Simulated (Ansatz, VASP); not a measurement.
Zr2TeSe: VASP beside Ansatz

```
Zr Te Se
1.0
     2.04123    1.17850    6.49529
    -2.04123    1.17850    6.49529
     0.00000   -2.35700    6.49529
Zr Te Se
2 1 1
Cartesian
  0.0000 0.0000 14.1928
  0.0000 0.0000 5.2931
  0.0000 0.0000 9.7429
  0.0000 0.0000 0.0000
```

Change from the starting cell: species swapped into the PrTlSe2 type (R-3m, No. 166).

Alike in both runs: task single point; functional PBE; k mesh 6 × 6 × 6; occupations gaussian, width 0.1 eV; collinear spin.

|  | VASP | Ansatz |
| --- | --- | --- |
| version | VASP 6.6.1 | Ansatz 0.2.0 |
| potentials or method | VASP PAW PBE potentials, release 64 (Zr_sv, Te, Se), cutoff 520 eV | scalar-relativistic, plane waves, PAW |
| valence electrons in the cell | 36 | 56 |

```tsv
	VASP	Ansatz	Ansatz less VASP
gap on the k mesh at the Fermi level (eV)	none	none	-
pressure (GPa)	0.0	-0.1	-0.10
traceless stress, the component that is largest in VASP (GPa)	-0.08	-0.07	+0.004
rms of the force components (eV/Å)	0.008	0.002	-0.0056
net moment per atom (μB)	0.00	0.00	0.000
```

Atom by atom the forces differ by 0.006 eV/Å (rms over components). A gap of «none» marks a metal or a gap that the smearing closes. With one functional, cell and mesh, what is left measures potentials, basis and numerics. VASP's potentials hold 36 valence electrons a cell and Ansatz's 56, so a difference there can come from the potentials and not from the codes. Ansatz's warnings: seeded moment not kept.

Spin-orbit coupling is off throughout.
